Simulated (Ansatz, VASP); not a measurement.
# Two plane-wave programs on Re

INCAR

```
SYSTEM = Re
PREC     = Accurate       ! precision mode
ENCUT    = 560            ! plane-wave cutoff, eV
EDIFF    = 1E-6           ! SCF threshold, eV
ISMEAR   = 0              ! smearing method
SIGMA    = 0.1            ! smearing width, eV
LREAL    = .FALSE.        ! projectors in reciprocal space
LASPH    = .TRUE.         ! aspherical terms in the spheres
NELM     = 120            ! most SCF steps
ALGO     = Normal         ! electronic algorithm
ISIF     = 2              ! what is computed and relaxed
LWAVE    = .FALSE.        ! write WAVECAR
LCHARG   = .TRUE.         ! write CHGCAR
GGA      = PS             ! functional
LELF     = .TRUE.         ! ELF
LVHAR    = .TRUE.       
NBANDS   = 22             ! bands
GGA_COMPAT= .FALSE.
```

File KPOINTS:

```
regular mesh
0
G
  8 8 8
  0 0 0
```

File POSCAR:

```
Re
1.0
   -2.4064138552      2.4064138552      1.3127431791
    2.4064138552     -2.4064138552      1.3127431791
    2.4064138552      2.4064138552     -1.3127431791
Re
2
Direct
    0.0000000000      0.0000000000      0.0000000000
    0.7500000000      0.2500000000      0.5000000000
```

Input for Ansatz:

```yaml
crystal:
  lattice:
    - [-2.4064138552, 2.4064138552, 1.3127431791]
    - [2.4064138552, -2.4064138552, 1.3127431791]
    - [2.4064138552, 2.4064138552, -1.3127431791]
  atoms:
    - { symbol: Re, position: [0.0, 0.0, 0.0] }
    - { symbol: Re, position: [0.75, 0.25, 0.5] }
basis:
  ecutwfc: 420
kpoints:
  mp_grid: { grid: [8, 8, 8] }
hamiltonian:
  xc: pbesol
scf:
  occupations: { method: gaussian, width: 0.1 }
  lower_state_search: "off"
output:
  forces: true
  stress: true
  eigenvalues: true
```

Alike in both runs: task single point; functional PBEsol; k mesh 8 × 8 × 8; occupations gaussian, width 0.1 eV; no spin polarisation.

|  | VASP | Ansatz |
| --- | --- | --- |
| version | VASP 6.6.1 | Ansatz 0.2.0 |
| potentials or method | VASP PAW PBE potentials, release 64 (Re_sv_GW), cutoff 560 eV | scalar-relativistic, plane waves, PAW |
| valence electrons in the cell | 30 | 30 |

VASP gave:

```
gap on the k mesh at the Fermi level (eV)                     : none
pressure (GPa)                                                : 16.0
traceless stress, the component that is largest in VASP (GPa) : -13.46
```

Estimate Ansatz's values.

gap on the k mesh at the Fermi level (eV): none; pressure (GPa): 18.3; traceless stress, the component that is largest in VASP (GPa): -13.49.

VASP's potentials were made for PBE, not for PBEsol. A gap of «none» marks a metal or a gap that the smearing closes.

Spin-orbit coupling is off throughout.
